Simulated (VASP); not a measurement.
# Au (P6_3/mmc) in VASP: a series of runs, part 2 of 2

VASP 6.6.1. Earlier steps stand in the parts before.

## Step 3: Single point, r2SCAN (strain +0.030 along x and y, +0.015 along z)

POSCAR reads:

```
Au
1.0
    2.9869983627      0.0000000000      0.0000000000
   -1.4934991814      2.5868164632      0.0000000000
    0.0000000000      0.0000000000      4.9532000000
Au
2
Direct
    0.3333333333      0.6666666667      0.7500000000
    0.6666666667      0.3333333333      0.2500000000
```

INCAR.step1 reads:

```
SYSTEM = Au
ALGO = Normal
EDIFF = 1E-4
ENCUT = 520
GGA = PE
ISMEAR = 0
LASPH = .True.
LCHARG = .False.
LREAL = .False.
LWAVE = .True.
NBANDS = 18
NELM = 60
PREC = Accurate
SIGMA = 0.15
```

INCAR.step2 reads:

```
SYSTEM = Au
ALGO = Normal
EDIFF = 1E-6
ENCUT = 520
ISIF = 2
ISMEAR = 0
ISTART = 1
LASPH = .True.
LCHARG = .False.
LMIXTAU = .True.
LREAL = .False.
LWAVE = .False.
METAGGA = R2SCAN
NBANDS = 18
NELM = 60
PREC = Accurate
SIGMA = 0.15
```

KPOINTS reads:

```
k-points
0
Gamma
  18 18 10
  0 0 0
```

Potentials or basis: VASP PAW PBE potentials, release 64 (Au).

The run is started by

```
cat potpaw_PBE.64/Au/POTCAR > POTCAR
cp INCAR.step1 INCAR
mpirun -np 1 vasp_std > vasp.out
cp INCAR.step2 INCAR
mpirun -np 1 vasp_std > vasp.out
```

OUTCAR:

```text
SYSTEM = Au
   EDIFF = 1E-6
   ENCUT = 520
   ISIF = 2
   ISMEAR = 0
   ISTART = 1
   LASPH = .True.
   LREAL = .False.
   METAGGA = R2SCAN
   NELM = 60
   PREC = Accurate

 ion  position               nearest neighbor table
   1  0.333  0.667  0.750-   2 3.02   2 3.02   2 3.02   2 3.02   2 3.02   2 3.02
   2  0.667  0.333  0.250-   1 3.02   1 3.02   1 3.02   1 3.02   1 3.02   1 3.02

  LATTYP: Found a hexagonal cell.
 ALAT       =     2.9869983627
 C/A-ratio  =     1.6582533361

  Lattice vectors:

 A1 = (   2.9869983627,   0.0000000000,   0.0000000000)
 A2 = (  -1.4934991814,   2.5868164632,   0.0000000000)
 A3 = (   0.0000000000,   0.0000000000,   4.9532000000)

Analysis of symmetry for initial positions (statically):
=====================================================================
 Subroutine PRICEL returns:
 Original cell was already a primitive cell.

 Routine SETGRP: Setting up the symmetry group for a
 hexagonal supercell.

 Subroutine GETGRP returns: Found 24 space group operations
 (whereof 12 operations were pure point group operations)
 out of a pool of 24 trial point group operations.

The static configuration has the point symmetry D_3d.
 The point group associated with its full space group is D_6h.

Analysis of symmetry for dynamics (positions and initial velocities):
=====================================================================
 Subroutine PRICEL returns:
 Original cell was already a primitive cell.

 Routine SETGRP: Setting up the symmetry group for a
 hexagonal supercell.

 Subroutine GETGRP returns: Found 24 space group operations
 (whereof 12 operations were pure point group operations)
 out of a pool of 24 trial point group operations.

The dynamic configuration has the point symmetry D_3d.
 The point group associated with its full space group is D_6h.

 Subroutine INISYM returns: Found 24 space group operations
 (whereof 12 operations are pure point group operations),
 and found     1 'primitive' translations
[... 112 lines left out ...]
   IALGO  =     38    algorithm
   IMIX   =      4    mixing-type and parameters
     AMIX     =   0.40;   BMIX     =  1.00
     AMIX_MAG =   1.60;   BMIX_MAG =  1.00
  volume/ion in A,a.u.               =      19.14       129.14
  Fermi-wavevector in a.u.,A,eV,Ry     =   1.361195  2.572285 25.209567  1.852851
  Thomas-Fermi vector in A             =   2.487792
   LORBIT       =      0    0 simple, 1 ext, 2 COOP (PROOUT), +10 PAW based schemes
   METAGGA = R2SCAN    functional components
   LHFCALC =     F    Hartree Fock is set to
   AEXX    =    0.0000 exact exchange contribution
   IVDW    =     0    specifies the selected vdW correction
   LEPSILON=     F    determine dielectric tensor
   LRPA    =     F    only Hartree local field effects (RPA)
 non-spin polarized calculation
 Gauss-broadening in eV      SIGMA  =   0.15
  energy-cutoff  :      520.00
  volume of cell :       38.27
 maximum number of plane-waves:      1055
 NGX is ok and might be reduce to    24
   NGX = 11   NGY = 11   NGZ = 19

 number of electron      21.9999999 magnetization

 Free energy of the ion-electron system (eV)
  ---------------------------------------------------
  ext. energy  EPLUGINS =         0.00000000
  ---------------------------------------------------
  free energy    TOTEN  =      -101.07417602 eV

  energy without entropy =     -101.06651288  energy(sigma->0) =     -101.07034445

 E-fermi :   7.4943     XC(G=0): -12.8126

 val. band max:        7.4794766101   @ k =   0.1667   0.0556   0.2000
 cond. band min:       7.5007676884   @ k =   0.2222   0.1111   0.3000
 fundamental gap:      0.0212910784
 Fermi energy:         7.4942787264

 k-point     1 :       0.0000    0.0000    0.0000
  band No.  band energies     occupation
      1      -1.3530      2.00000
      2       0.9077      2.00000
      3       3.0797      2.00000
      4       3.2631      2.00000
      5       3.2632      2.00000
      6       3.5303      2.00000
[... 481 lines left out ...]
      5       3.4939      2.00000
      6       3.6608      2.00000
[... 10 lines left out ...]
     17      19.5641      0.00000
     18      22.5447      0.00000

 [... further k-points ...]

------------------------ aborting loop because EDIFF is reached ----------------------------------------

  FORCE on cell =-STRESS in cart. coord.  units (eV):
  Direction    XX          YY          ZZ          XY          YZ          ZX
  --------------------------------------------------------------------------------------
  -------------------------------------------------------------------------------------
  Total       -2.4282874     -2.4282874     -2.2119672      0.0000000      0.0000000      0.0000000
  in kB     -101.6539355   -101.6539355    -92.5982543      0.0000000      0.0000000      0.0000000
  external PRESSURE =     -98.6353751 kB  Pullay stress =       0.0000000 kB

 VOLUME and BASIS-vectors are now :
 -----------------------------------------------------------------------------
  energy-cutoff  :      520.00
  volume of cell :       38.27
      direct lattice vectors                 reciprocal lattice vectors
     2.986998363  0.000000000  0.000000000     0.334784248  0.193287776  0.000000000
    -1.493499181  2.586816463  0.000000000     0.000000000  0.386575551  0.000000000
     0.000000000  0.000000000  4.953200000     0.000000000  0.000000000  0.201889687

 POSITION                                       TOTAL-FORCE (eV/Angst)
 -----------------------------------------------------------------------------------
     -0.00000      1.72454      3.71490         0.000000     -0.000000      0.000000
      1.49350      0.86227      1.23830        -0.000000      0.000000      0.000000
 -----------------------------------------------------------------------------------
    total drift:                               -0.000000      0.000000     -0.000000

  FREE ENERGIE OF THE ION-ELECTRON SYSTEM (eV)
  ---------------------------------------------------
  free  energy   TOTEN  =      -101.0741760161 eV

  energy  without entropy=     -101.0665128767  energy(sigma->0) =     -101.07034445
```

OUTCAR.step1:

```text
SYSTEM = Au
   EDIFF = 1E-4
   ENCUT = 520
   GGA = PE
   ISMEAR = 0
   LASPH = .True.
   LREAL = .False.
[... 728 lines left out ...]
     -0.00000      1.72454      3.71490        -0.000000     -0.000000      0.000000
      1.49350      0.86227      1.23830         0.000000      0.000000      0.000000
 -----------------------------------------------------------------------------------
    total drift:                               -0.000000      0.000000     -0.000000

  FREE ENERGIE OF THE ION-ELECTRON SYSTEM (eV)
  ---------------------------------------------------
  free  energy   TOTEN  =        -6.3742723974 eV

  energy  without entropy=       -6.3656504227  energy(sigma->0) =       -6.36996141
```

Wall time 2.7 min (1 thread of Intel Xeon 6975P-C (Granite Rapids), shared host); peak memory 0.26 GiB.

What came out:

- Free energy: -101.0742 eV
- Pressure: -9.9 GPa
- Band gap on the k mesh: zero (band 11 reaches 11.36 eV, above the bottom of band 12 at 4.84 eV)

Stress tensor (GPa, compression positive):
```
-10.17   0.00   0.00
  0.00 -10.17   0.00
  0.00   0.00  -9.26
```

Levels at points of the mesh, in eV from the Fermi level:
| k point | band 8 | band 9 | band 10 | band 11 | band 12 | band 13 | band 14 | band 15 |
| --- | --- | --- | --- | --- | --- | --- | --- | --- |
| (0.00, 0.00, 0.00) | -3.46 | -3.46 | -2.25 | -2.25 | -0.32 | 2.38 | 15.38 | 16.64 |
| (0.50, 0.00, 0.00) | -2.04 | -2.02 | -1.86 | 0.42 | 1.31 | 5.86 | 6.92 | 7.33 |
| (0.00, 0.00, 0.50) | -4.28 | -2.65 | -2.65 | -2.65 | -2.65 | 10.64 | 10.64 | 15.59 |
| (0.50, 0.00, 0.50) | -2.36 | -1.93 | -1.93 | 0.87 | 0.87 | 3.51 | 3.51 | 13.42 |

Caveat: the cell differs from its parent crystal (strain +0.030 along x and y, +0.015 along z); the PAW data sets were made with another functional, which shifts forces and pressure a little; spin-orbit coupling is left out, which moves the levels of the heavy elements.

## Step 4: Single point, r2SCAN (strain +0.030 along x and y, +0.030 along z)

Changes to POSCAR since step 3:

```diff
@@ -4,3 +4,3 @@
    -1.4934991814      2.5868164632      0.0000000000
-    0.0000000000      0.0000000000      4.9532000000
+    0.0000000000      0.0000000000      5.0264000000
 Au
```

INCAR.step1 reads:

```
ALGO     = Normal         # electronic algorithm
EDIFF    = 1E-4           # SCF threshold, eV
ENCUT    = 520            # plane-wave cutoff, eV
GGA      = PE             # functional
ISMEAR   = 0              # smearing method
LASPH    = T              # aspherical terms in the spheres
LCHARG   = F              # write CHGCAR
LREAL    = F              # projectors in reciprocal space
LWAVE    = T              # write WAVECAR
NBANDS   = 18             # bands
NELM     = 100            # most SCF steps
PREC     = Accurate       # precision mode
SIGMA    = 0.15           # smearing width, eV
```

INCAR.step2 reads:

```
ALGO     = Normal         # electronic algorithm
EDIFF    = 1E-6           # SCF threshold, eV
ENCUT    = 520            # plane-wave cutoff, eV
ISIF     = 2              # what is computed and relaxed
ISMEAR   = 0              # smearing method
ISTART   = 1            
LASPH    = T              # aspherical terms in the spheres
LCHARG   = F              # write CHGCAR
LMIXTAU  = T            
LREAL    = F              # projectors in reciprocal space
LWAVE    = F              # write WAVECAR
METAGGA  = R2SCAN         # meta-GGA
NBANDS   = 18             # bands
NELM     = 100            # most SCF steps
PREC     = Accurate       # precision mode
SIGMA    = 0.15           # smearing width, eV
```

KPOINTS reads:

```
k-points
0
Gamma
  18 18 10
```

The run is started by

```
cat potpaw_PBE.64/Au/POTCAR > POTCAR
cp INCAR.step1 INCAR
mpirun -np 1 vasp_std > vasp.out
cp INCAR.step2 INCAR
mpirun -np 1 vasp_std > vasp.out
```

It took 2.8 min on 1 thread of Intel Xeon 6975P-C (Granite Rapids), shared host; peak memory 0.26 GiB.

The run converged. Its results:

```
Free energy            : -101.0393 eV
Pressure               : -11.1 GPa
Band gap on the k mesh : zero (band 11 reaches 11.10 eV, above the bottom of band 12 at 4.66 eV)
```

Stress tensor (GPa, compression positive):
```
-11.32   0.00   0.00
  0.00 -11.32   0.00
  0.00   0.00 -10.62
```

Levels at points of the mesh, in eV from the Fermi level:
| k point | band 9 | band 10 | band 11 | band 12 | band 13 | band 14 |
| --- | --- | --- | --- | --- | --- | --- |
| (0.00, 0.00, 0.00) | -3.36 | -2.25 | -2.25 | -0.34 | 2.13 | 15.45 |
| (0.50, 0.00, 0.00) | -1.97 | -1.83 | 0.47 | 1.36 | 5.71 | 6.73 |
| (0.00, 0.00, 0.50) | -2.63 | -2.63 | -2.63 | -2.63 | 10.22 | 10.22 |
| (0.50, 0.00, 0.50) | -1.89 | -1.89 | 0.92 | 0.92 | 3.47 | 3.47 |

Caveat: the cell differs from its parent crystal (strain +0.030 along x and y, +0.030 along z); the PAW data sets were made with another functional, which shifts forces and pressure a little; spin-orbit coupling is left out, which moves the levels of the heavy elements.

## Step 5: Summary

| cell | gap on the mesh (eV) | pressure (GPa) |
| --- | --- | --- |
| a = 2.943, b = 2.943, c = 5.026 Å, angles 90.0, 90.0, 120.0°, 2 atoms | none | -8.4 |
| a = 2.987, b = 2.987, c = 4.953 Å, angles 90.0, 90.0, 120.0°, 2 atoms | none | -9.9 |
| a = 2.987, b = 2.987, c = 5.026 Å, angles 90.0, 90.0, 120.0°, 2 atoms | none | -11.1 |

Alike in all rows: task single point; level r2SCAN; potentials or basis VASP PAW PBE potentials, release 64 (Au); no spin polarisation; k mesh 18 × 18 × 10; cutoff (eV) 520; smearing gaussian 0.15 eV.

Caveats: the PAW data sets were made with another functional, which shifts forces and pressure a little; spin-orbit coupling is left out, which moves the levels of the heavy elements.

Absolute energies hang on the potentials; compare differences alone.
